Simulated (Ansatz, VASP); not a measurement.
# ZrB2: VASP beside Ansatz

The input INCAR:

```
PREC     = Accurate       # precision mode
ENCUT    = 520            # plane-wave cutoff, eV
EDIFF    = 1E-7           # SCF threshold, eV
ISMEAR   = 0              # smearing method
SIGMA    = 0.15           # smearing width, eV
LREAL    = F              # projectors in reciprocal space
LASPH    = T              # aspherical terms in the spheres
NELM     = 100            # most SCF steps
ALGO     = Normal         # electronic algorithm
ISIF     = 2              # what is computed and relaxed
LWAVE    = F              # write WAVECAR
LCHARG   = T              # write CHGCAR
GGA      = PS             # functional
LELF     = T              # ELF
LVHAR    = T            
NBANDS   = 16             # bands
```

The input KPOINTS:

```
regular mesh
0
Gamma
  15 15 12
```

The input POSCAR:

```
ZrB2
1.0
    3.0917000000      0.0000000000      0.0000000000
   -1.5458500000      2.6774907409      0.0000000000
    0.0000000000      0.0000000000      3.6236000000
Zr B
1 2
Direct
    0.0000000000      0.0000000000      0.0000000000
    0.3333333333      0.6666666667      0.5000000000
    0.6666666667      0.3333333333      0.5000000000
```

Input for Ansatz:

```yaml
crystal:
  lattice:
    - [3.0917, 0.0, 0.0]
    - [-1.54585, 2.6774907409, 0.0]
    - [0.0, 0.0, 3.6236]
  atoms:
    - { symbol: Zr, position: [0.0, 0.0, 0.0] }
    - { symbol: B, position: [0.3333333333, 0.6666666667, 0.5] }
    - { symbol: B, position: [0.6666666667, 0.3333333333, 0.5] }
basis:
  ecutwfc: 520.0
kpoints:
  mp_grid: { grid: [15, 15, 12] }
hamiltonian:
  xc: pbesol
scf:
  occupations: { method: gaussian, width: 0.15 }
output:
  forces: true
  stress: true
  eigenvalues: true
```

Alike in both runs: task single point; functional PBEsol; k mesh 15 × 15 × 12; occupations gaussian, width 0.15 eV; no spin polarisation.

```csv
,VASP,Ansatz
version,VASP 6.6.1,Ansatz 0.2.0
potentials or method,"VASP PAW PBE potentials, release 64 (Zr_sv, B), cutoff 520 eV","scalar-relativistic, plane waves, PAW"
valence electrons in the cell,18,18
```

```tsv
	VASP	Ansatz	Ansatz less VASP
gap on the k mesh at the Fermi level (eV)	none	none	-
pressure (GPa)	3.3	2.9	-0.36
traceless stress, the component that is largest in VASP (GPa)	-12.71	-12.69	+0.020
```

VASP's potentials were made for PBE, not for PBEsol. A gap of «none» marks a metal or a gap that the smearing closes.
